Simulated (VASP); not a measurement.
# Ir in VASP: a series of runs

The runs below take Ir through single point, with PBEsol.

Everything below comes from runs of VASP 6.6.1. Logs are shortened: lines on timing, memory, paths and dates and some standing lists are left out, and cuts for length are marked.

## Step 1: The cell of the first run

Symmetry: Fm-3m, No. 225, cubic system. The conventional cell has a = 3.759 Å, b = 3.759 Å, c = 3.759 Å, α = 90.00°, β = 90.00°, γ = 90.00°. Ir (site symmetry m-3m) has 12 Ir at 2.66 Å within 3.5 Å.

## Step 2: Single point, PBEsol

Contents of INCAR:

```
SYSTEM = Ir
PREC     = Accurate       ! precision mode
ENCUT    = 560            ! plane-wave cutoff, eV
EDIFF    = 1E-6           ! SCF threshold, eV
ISMEAR   = 0              ! smearing method
SIGMA    = 0.1            ! smearing width, eV
LREAL    = .False.        ! projectors in reciprocal space
LASPH    = .True.         ! aspherical terms in the spheres
NELM     = 120            ! most SCF steps
ALGO     = Normal         ! electronic algorithm
ISIF     = 2              ! what is computed and relaxed
LWAVE    = .False.        ! write WAVECAR
LCHARG   = .False.        ! write CHGCAR
GGA      = PS             ! functional
NBANDS   = 14             ! bands
GGA_COMPAT= .False.
```

Contents of KPOINTS:

```
regular mesh
0
Gamma
  18 18 18
  0 0 0
```

Contents of POSCAR:

```
Ir
1.0
    0.0000000000      1.8796303995      1.8796303995
    1.8796303995      0.0000000000      1.8796303995
    1.8796303995      1.8796303995      0.0000000000
Ir
1
Direct
    0.0000000000      0.0000000000      0.0000000000
```

Potentials or basis: VASP PAW PBE potentials, release 64 (Ir_sv_GW).

Command:

```console
> cat potpaw_PBE.64/Ir_sv_GW/POTCAR > POTCAR
> mpirun -np 1 vasp_std > vasp.out
```

OUTCAR:

```text
SYSTEM = Ir
   PREC = Accurate
   ENCUT = 560
   EDIFF = 1E-6
   ISMEAR = 0
   LREAL = .False.
   LASPH = .True.
   NELM = 120
   ISIF = 2
   GGA = PS

 ion  position               nearest neighbor table
   1  0.000  0.000  0.000-

  LATTYP: Found a face centered cubic cell.
 ALAT       =     3.7592607990

  Lattice vectors:

 A1 = (   0.0000000000,   1.8796303995,   1.8796303995)
 A2 = (   1.8796303995,   0.0000000000,   1.8796303995)
 A3 = (   1.8796303995,   1.8796303995,   0.0000000000)

Analysis of symmetry for initial positions (statically):
=====================================================================
 Subroutine PRICEL returns:
 Original cell was already a primitive cell.

 Routine SETGRP: Setting up the symmetry group for a
 face centered cubic supercell.

 Subroutine GETGRP returns: Found 48 space group operations
 (whereof 48 operations were pure point group operations)
 out of a pool of 48 trial point group operations.

The static configuration has the point symmetry O_h .

Analysis of symmetry for dynamics (positions and initial velocities):
=====================================================================
 Subroutine PRICEL returns:
 Original cell was already a primitive cell.

 Routine SETGRP: Setting up the symmetry group for a
 face centered cubic supercell.

 Subroutine GETGRP returns: Found 48 space group operations
 (whereof 48 operations were pure point group operations)
 out of a pool of 48 trial point group operations.

The dynamic configuration has the point symmetry O_h .

 Subroutine INISYM returns: Found 48 space group operations
 (whereof 48 operations are pure point group operations),
 and found     1 'primitive' translations

----------------------------------------------------------------------------------------

                                     Primitive cell

  volume of cell :      13.2815

  direct lattice vectors                    reciprocal lattice vectors
     0.000000000  1.879630400  1.879630400    -0.266009743  0.266009743  0.266009743
     1.879630400  0.000000000  1.879630400     0.266009743 -0.266009743  0.266009743
     1.879630400  1.879630400  0.000000000     0.266009743  0.266009743 -0.266009743

  length of vectors
     2.658198803  2.658198803  2.658198803     0.460742391  0.460742391  0.460742391

  position of ions in fractional coordinates (direct lattice)
     0.000000000  0.000000000  0.000000000

  ion indices of the primitive-cell ions
   primitive index   ion index
                 1           1

----------------------------------------------------------------------------------------

 KPOINTS: regular mesh

Automatic generation of k-mesh.
 Grid dimensions read from file:
 generate k-points for:   18   18   18

 Generating k-lattice:

  Cartesian coordinates                     Fractional coordinates (reciprocal lattice)
    -0.014778319  0.014778319  0.014778319     0.055555556  0.000000000  0.000000000
     0.014778319 -0.014778319  0.014778319     0.000000000  0.055555556  0.000000000
     0.014778319  0.014778319 -0.014778319     0.000000000  0.000000000  0.055555556

  Length of vectors
     0.025596799  0.025596799  0.025596799

  Shift w.r.t. Gamma in fractional coordinates (k-lattice)
     0.000000000  0.000000000  0.000000000

 Subroutine IBZKPT returns following result:
 ===========================================

 Found    195 irreducible k-points:

 Following reciprocal coordinates:
            Coordinates               Weight
  0.000000  0.000000  0.000000      1.000000
  0.055556  0.000000  0.000000      8.000000
  0.111111  0.000000  0.000000      8.000000
  0.166667  0.000000  0.000000      8.000000
  0.222222  0.000000  0.000000      8.000000
  0.277778  0.000000  0.000000      8.000000
[... 16 lines left out ...]
 -0.277778  0.055556  0.000000     24.000000
 -0.222222  0.055556  0.000000     24.000000
 [... further k-points ...]
   k-points           NKPTS =    195   k-points in BZ     NKDIM =    195   number of bands    NBANDS=     14
   number of dos      NEDOS =    301   number of ions     NIONS =      1
   total plane-waves  NPLWV =  13824
   dimension x,y,z NGX =    24 NGY =   24 NGZ =   24
   dimension x,y,z NGXF=    48 NGYF=   48 NGZF=   48
   ions per type =               1
   NGX,Y,Z   is equivalent  to a cutoff of  15.01, 15.01, 15.01 a.u.
   NGXF,Y,Z  is equivalent  to a cutoff of  30.02, 30.02, 30.02 a.u.
 SYSTEM =  Ir
   PREC   = accura    normal or accurate (medium, high low for compatibility)
   ISTART =      0    job   : 0-new  1-cont  2-samecut
   ICHARG =      2    charge: 1-file 2-atom 10-const
   ISPIN  =      1    spin polarized calculation?
   LNONCOLLINEAR =      F non collinear calculations
   LSORBIT =      F    spin-orbit coupling
   LASPH  =      T    aspherical Exc in radial PAW
   ENCUT  =  560.0 eV  41.16 Ry    6.42 a.u.   5.13  5.13  5.13*2*pi/ulx,y,z
   NELM   =    120;   NELMIN=  2; NELMDL= -5     # of ELM steps
   EDIFF  = 0.1E-05   stopping-criterion for ELM
   LREAL  =      F    real-space projection
   EDIFFG = 0.1E-04   stopping-criterion for IOM
   NSW    =      0    number of steps for IOM
   IBRION =     -1    ionic relax: 0-MD 1-quasi-New 2-CG
   NFREE  =      0    steps in history (QN), initial steepest desc. (CG)
   ISIF   =      2    stress and relaxation
   ISYM   =      2    0-nonsym 1-usesym 2-fastsym
   POTIM  = 0.5000    time-step for ionic-motion
   TEBEG  =    0.0;   TEEND  =   0.0 temperature during run
   PSTRESS=    0.0 pullay stress
   NELECT =      17.0000    total number of electrons
   NUPDOWN=      -1.0000    fix difference up-down
   EMIN   =  10.00;   EMAX   =-10.00  energy-range for DOS
   EFERMI =   0.00;   METHOD = LEGACY
   ISMEAR =     0;   SIGMA  =   0.10  broadening in eV -4-tet -1-fermi 0-gaus
   EFERMI_NEDOS =   21; number of points for ismear=-14 and -15
   IALGO  =     38    algorithm
   IMIX   =      4    mixing-type and parameters
     AMIX     =   0.40;   BMIX     =  1.00
     AMIX_MAG =   1.60;   BMIX_MAG =  1.00
  volume/ion in A,a.u.               =      13.28        89.63
  Fermi-wavevector in a.u.,A,eV,Ry     =   1.777496  3.358981 42.987508  3.159493
  Thomas-Fermi vector in A             =   2.842878
   LORBIT       =      0    0 simple, 1 ext, 2 COOP (PROOUT), +10 PAW based schemes
   GGA     = PS    functional components
   LHFCALC =     F    Hartree Fock is set to
   AEXX    =    0.0000 exact exchange contribution
   IVDW    =     0    specifies the selected vdW correction
   LEPSILON=     F    determine dielectric tensor
   LRPA    =     F    only Hartree local field effects (RPA)
 non-spin polarized calculation
 Gauss-broadening in eV      SIGMA  =   0.10
  energy-cutoff  :      560.00
  volume of cell :       13.28
 maximum number of plane-waves:       411
 NGX is ok and might be reduce to    24
   NGX = 11   NGY = 11   NGZ = 11

 number of electron      17.0000000 magnetization

 Free energy of the ion-electron system (eV)
  ---------------------------------------------------
  ext. energy  EPLUGINS =         0.00000000
  ---------------------------------------------------
  free energy    TOTEN  =       -10.34708080 eV

  energy without entropy =      -10.34259699  energy(sigma->0) =      -10.34483889

 E-fermi :  14.0472     XC(G=0): -15.1169

 val. band max:       14.0363522155   @ k =   0.5000   0.2222   0.1111
 cond. band min:      14.0633513352   @ k =   0.3333   0.1111   0.0556
 fundamental gap:      0.0269991197
 Fermi energy:        14.0472190035

 k-point     1 :       0.0000    0.0000    0.0000
  band No.  band energies     occupation
      1     -79.2150      2.00000
      2     -35.5264      2.00000
      3     -35.5264      2.00000
      4     -35.5264      2.00000
      5       2.1457      2.00000
      6       9.7162      2.00000
      7       9.7162      2.00000
      8       9.7162      2.00000
      9      12.7106      2.00000
     10      12.7106      2.00000
     11      27.3808      0.00000
     12      33.2452      0.00000
     13      33.2452      0.00000
     14      33.2452      0.00000

 k-point     2 :       0.0556    0.0000    0.0000
  band No.  band energies     occupation
      1     -79.2120      2.00000
      2     -35.5570      2.00000
      3     -35.5304      2.00000
      4     -35.5304      2.00000
      5       2.2942      2.00000
      6       9.6321      2.00000
      7       9.7815      2.00000
      8       9.7815      2.00000
      9      12.6644      2.00000
     10      12.6644      2.00000
     11      27.6469      0.00000
     12      32.5858      0.00000
     13      33.4998      0.00000
     14      33.4998      0.00000

 k-point     3 :       0.1111    0.0000    0.0000
  band No.  band energies     occupation
      1     -79.2040      2.00000
      2     -35.6454      2.00000
      3     -35.5422      2.00000
      4     -35.5422      2.00000
      5       2.7228      2.00000
      6       9.4179      2.00000
      7       9.9526      2.00000
      8       9.9526      2.00000
      9      12.5626      2.00000
     10      12.5626      2.00000
     11      28.3775      0.00000
     12      31.2479      0.00000
     13      34.2432      0.00000
     14      34.2432      0.00000

 k-point     4 :       0.1667    0.0000    0.0000
  band No.  band energies     occupation
      1     -79.1918      2.00000
      2     -35.7808      2.00000
      3     -35.5598      2.00000
      4     -35.5598      2.00000
      5       3.3732      2.00000
      6       9.1801      2.00000
      7      10.1450      2.00000
      8      10.1450      2.00000
      9      12.5173      2.00000
     10      12.5173      2.00000
     11      29.1430      0.00000
     12      30.0736      0.00000
     13      35.4198      0.00000
     14      35.4198      0.00000

 k-point     5 :       0.2222    0.0000    0.0000
  band No.  band energies     occupation
      1     -79.1777      2.00000
      2     -35.9442      2.00000
      3     -35.5826      2.00000
      4     -35.5826      2.00000
      5       4.1219      2.00000
      6       9.0876      2.00000
      7      10.2248      2.00000
      8      10.2248      2.00000
      9      12.6878      2.00000
     10      12.6878      2.00000
     11      28.1974      0.00000
[... 276 lines left out ...]
 k-point    22 :      -0.3333    0.0556    0.0000
  band No.  band energies     occupation
      1     -79.1429      2.00000
      2     -36.3156      2.00000
      3     -35.6684      2.00000
      4     -35.6285      2.00000
      5       5.2922      2.00000
      6       9.8103      2.00000
      7       9.9639      2.00000
      8      10.3187      2.00000
      9      13.5872      2.00000
     10      14.6032      0.00000
     11      25.1041      0.00000
     12      28.9414      0.00000
     13      34.9007      0.00000
     14      36.8526      0.00000

 k-point    23 :      -0.2778    0.0556    0.0000
  band No.  band energies     occupation
      1     -79.1562      2.00000
      2     -36.1695      2.00000
      3     -35.6480      2.00000
      4     -35.6047      2.00000
      5       5.0439      2.00000
      6       9.3925      2.00000
      7      10.0477      2.00000
      8      10.1643      2.00000
      9      12.8902      2.00000
     10      13.9208      1.92620
     11      26.6010      0.00000
     12      30.2219      0.00000
     13      36.1756      0.00000
     14      37.6502      0.00000

 k-point    24 :      -0.2222    0.0556    0.0000
  band No.  band energies     occupation
      1     -79.1707      2.00000
      2     -36.0044      2.00000
      3     -35.6234      2.00000
      4     -35.5800      2.00000
      5       4.4854      2.00000
      6       8.9882      2.00000
      7      10.2122      2.00000
      8      10.3109      2.00000
      9      12.3551      2.00000
     10      13.3201      2.00000
     11      27.9428      0.00000
     12      30.7934      0.00000
     13      36.1816      0.00000
     14      37.5116      0.00000

 [... further k-points ...]

------------------------ aborting loop because EDIFF is reached ----------------------------------------

  FORCE on cell =-STRESS in cart. coord.  units (eV):
  Direction    XX          YY          ZZ          XY          YZ          ZX
  --------------------------------------------------------------------------------------
  -------------------------------------------------------------------------------------
  Total        1.9034376      1.9034376      1.9034376     -0.0000000      0.0000000      0.0000000
  in kB      229.6158413    229.6158413    229.6158413     -0.0000000      0.0000000      0.0000000
  external PRESSURE =     229.6158413 kB  Pullay stress =       0.0000000 kB

 VOLUME and BASIS-vectors are now :
 -----------------------------------------------------------------------------
  energy-cutoff  :      560.00
  volume of cell :       13.28
      direct lattice vectors                 reciprocal lattice vectors
     0.000000000  1.879630400  1.879630400    -0.266009743  0.266009743  0.266009743
     1.879630400  0.000000000  1.879630400     0.266009743 -0.266009743  0.266009743
     1.879630400  1.879630400  0.000000000     0.266009743  0.266009743 -0.266009743

 POSITION                                       TOTAL-FORCE (eV/Angst)
 -----------------------------------------------------------------------------------
      0.00000      0.00000      0.00000         0.000000      0.000000      0.000000
 -----------------------------------------------------------------------------------
    total drift:                                0.000000      0.000000      0.000000

  FREE ENERGIE OF THE ION-ELECTRON SYSTEM (eV)
  ---------------------------------------------------
  free  energy   TOTEN  =       -10.3470807983 eV

  energy  without entropy=      -10.3425969901  energy(sigma->0) =      -10.34483889
```

Wall time 29 s (1 thread of Intel Xeon Platinum 8259CL at 2.50GHz (Skylake/Cascade Lake), shared host); peak memory 0.18 GiB.

Results:

- Free energy: -10.3471 eV
- Pressure: 23.0 GPa
- Band gap on the k mesh: zero (an odd number of electrons rules out a gap without spin polarisation)

Levels at points of the mesh, in eV from the Fermi level:
```tsv
k point	band 6	band 7	band 8	band 9	band 10	band 11
(0.00, 0.00, 0.00)	-4.33	-4.33	-4.33	-1.34	-1.34	13.33
(0.50, 0.00, 0.00)	-4.45	-4.45	-0.99	0.99	0.99	7.89
(0.50, 0.50, 0.00)	-8.12	0.97	1.62	1.63	1.63	11.36
```

Caveat: the cell stands under pressure; the PAW data sets were made with another functional, which shifts forces and pressure a little; spin-orbit coupling is left out, which moves the levels of the heavy elements.

## Step 3: Single point, PBEsol (equal strain along all axes, cell held: -1.0 %)

Contents of INCAR:

```
SYSTEM = Ir
PREC = Accurate
ENCUT = 560
EDIFF = 1E-6
ISMEAR = 0
SIGMA = 0.1
LREAL = .False.
LASPH = .True.
NELM = 120
ALGO = Normal
ISIF = 2
LWAVE = .False.
LCHARG = .True.
GGA = PS
LELF = .True.
LVHAR = .True.
NBANDS = 24
GGA_COMPAT = .False.
```

Contents of KPOINTS:

```
Automatic mesh
0
Gamma
  20 20 14
  0 0 0
```

Contents of POSCAR:

```
Ir
1.0
    1.8959206463      1.8959206463      0.0000000000
   -1.8959206463      1.8959206463      0.0000000000
    0.0000000000      0.0000000000      3.7918412925
Ir
2
Direct
    0.0000000000      0.0000000000      0.0000000000
    0.5000000000      0.5000000000      0.5000000000
```

Potentials or basis: VASP PAW PBE potentials, release 64 (Ir_sv_GW).

Command:

```console
> cat potpaw_PBE.64/Ir_sv_GW/POTCAR > POTCAR
> mpirun -np 1 vasp_std > vasp.out
```

Run time: 2.1 min. Hardware: 1 thread of Intel Xeon Platinum 8488C (Sapphire Rapids), shared host; peak memory 0.42 GiB.

Results (log left out):

```
Free energy            : -20.7737 eV
Pressure               : 10.7 GPa
Band gap on the k mesh : zero (bands 17 and 18 overlap by 3.61 eV)
```

Levels at points of the mesh, in eV from the Fermi level:
```tsv
k point	band 14	band 15	band 16	band 17	band 18	band 19	band 20	band 21
(0.00, 0.00, 0.00)	-4.10	-1.23	-1.23	0.98	1.62	1.62	1.67	11.04
(0.50, 0.00, 0.00)	-4.83	-2.57	-2.57	-1.45	-1.45	3.07	3.07	11.83
(0.50, 0.50, 0.00)	0.98	1.62	1.62	1.62	1.62	1.68	1.68	11.04
(0.00, 0.00, 0.50)	-3.22	-1.99	-1.99	-1.99	-1.99	-0.21	-0.21	17.77
(0.50, 0.00, 0.50)	-4.21	-0.87	-0.87	1.00	1.00	1.00	1.00	7.66
(0.50, 0.50, 0.50)	-5.14	-1.92	-1.92	1.63	1.63	8.46	8.46	9.30
```

Caveat: the cell differs from its parent crystal (equal strain along all axes, cell held: -1.0 %); the cell stands under pressure; the PAW data sets were made with another functional, which shifts forces and pressure a little; spin-orbit coupling is left out, which moves the levels of the heavy elements.

[end of part 1 of 2]

The gap in the log of VASP goes by the Fermi energy; the results here count the filled bands.